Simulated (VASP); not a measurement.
BiAs2O2: single point with PBE

BiAs2O2:

```
CELL_PARAMETERS angstrom
-2.23923 2.23923 4.91034
2.23923 -2.23923 4.91034
2.23923 2.23923 -4.91034
ATOMIC_POSITIONS crystal
Bi 0.00000 0.00000 0.00000
As 0.25000 0.75000 0.50000
As 0.75000 0.25000 0.50000
O 0.74885 0.74885 0.00000
O 0.25115 0.25115 0.00000
```

```json
{
 "Program": "VASP 6.6.1",
 "Task": "single point",
 "Functional": "PBE",
 "Potentials or basis": "VASP PAW PBE potentials, release 64 (Bi_d, As, O)",
 "Cutoff": "520 eV",
 "k mesh": "6 × 6 × 6",
 "Occupations": "gaussian, width 0.1 eV",
 "Spin": "no spin polarisation",
 "Dipole correction": "no",
 "Further INCAR settings": "ALGO = Normal; EDIFF = 1e-06; NBANDS = 26"
}
```

```yaml
Pressure: 0.0 GPa
Largest_force: 0.004 eV/Å
Band_gap_on_the_k_mesh: zero (an odd number of electrons rules out a gap without spin polarisation)
```

Forces in eV/Å, atoms in the order of the input:
```
Bi   0.000  0.000  0.000
As   0.000  0.000  0.000
As   0.000  0.000  0.000
O    0.000  0.000  0.004
O    0.000  0.000 -0.004
```

Stress tensor (GPa, compression positive):
```
 0.12  0.00  0.00
 0.00  0.12  0.00
 0.00  0.00 -0.12
```

Levels at points of the mesh, in eV from the Fermi level:
| k point | band 14 | band 15 | band 16 | band 17 | band 18 | band 19 | band 20 | band 21 | band 22 | band 23 |
| --- | --- | --- | --- | --- | --- | --- | --- | --- | --- | --- |
| (0.00, 0.00, 0.00) | -5.46 | -5.46 | -3.40 | -0.72 | -0.23 | -0.23 | 0.07 | 4.14 | 4.14 | 4.60 |
| (0.50, 0.00, 0.00) | -3.63 | -2.93 | -2.89 | -2.45 | -0.78 | 0.17 | 0.37 | 1.06 | 1.76 | 3.85 |
| (0.50, 0.50, 0.00) | -3.75 | -3.51 | -1.95 | -1.58 | -1.51 | -1.23 | -0.75 | -0.50 | 2.07 | 2.09 |
| (0.50, 0.50, 0.50) | -5.38 | -4.61 | -3.94 | -0.07 | 0.06 | 0.38 | 0.38 | 2.22 | 4.88 | 4.88 |

Run time: 110 s on 1 thread of Intel(R) Xeon(R) Platinum 8259CL CPU @ 2.50GHz (Skylake/Cascade Lake), with other jobs on the host, peak memory 0.35 GiB.

Caveat: spin-orbit coupling is left out, which moves the levels of the heavy elements; an odd number of electrons without spin polarisation forces a metal; a magnetic or distorted state may lie lower.
